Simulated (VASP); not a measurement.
H, 2 atoms in the cell. Symmetry: I4/mmm, No. 139, tetragonal system. The conventional cell has a = 3.383 Å, b = 3.383 Å, c = 4.117 Å, α = 90.00°, β = 90.00°, γ = 90.00°. H (site symmetry 4mm) has 1 H at 0.74 Å within 1.0 Å. 

* Program: VASP 6.6.1
* Task: relaxation of cell and atoms
* Functional: r2SCAN
* Potentials or basis: VASP PAW PBE potentials, release 64 (H_h)
* Cutoff: 910 eV
* k mesh: 10 × 10 × 10
* Occupations: gaussian, width 0.02 eV
* Spin: no spin polarisation
* Dipole correction: no
* Further INCAR settings: ALGO = Normal; EDIFF = 1e-07; IBRION = 2; EDIFFG = -0.005; NSW = 100; ISIF = 3

Potentials or basis: VASP PAW PBE potentials, release 64 (H_h).

Launch:

```console
$ cat potpaw_PBE.64/H_h/POTCAR > POTCAR
$ cp INCAR.step1 INCAR
$ mpirun -np 1 vasp_std > vasp.out
$ cp INCAR.step2 INCAR
$ mpirun -np 1 vasp_std > vasp.out
```

Hardware: 1 thread of Intel(R) Xeon(R) Platinum 8375C CPU @ 2.90GHz (Ice Lake), on a shared host.

Question: Estimate the wall time of this run.

Answer: Run time: 9.3 min on 1 thread of Intel(R) Xeon(R) Platinum 8375C CPU @ 2.90GHz (Ice Lake) (shared host), peak memory 0.19 GiB. Counts: k points 102, ion steps 16.
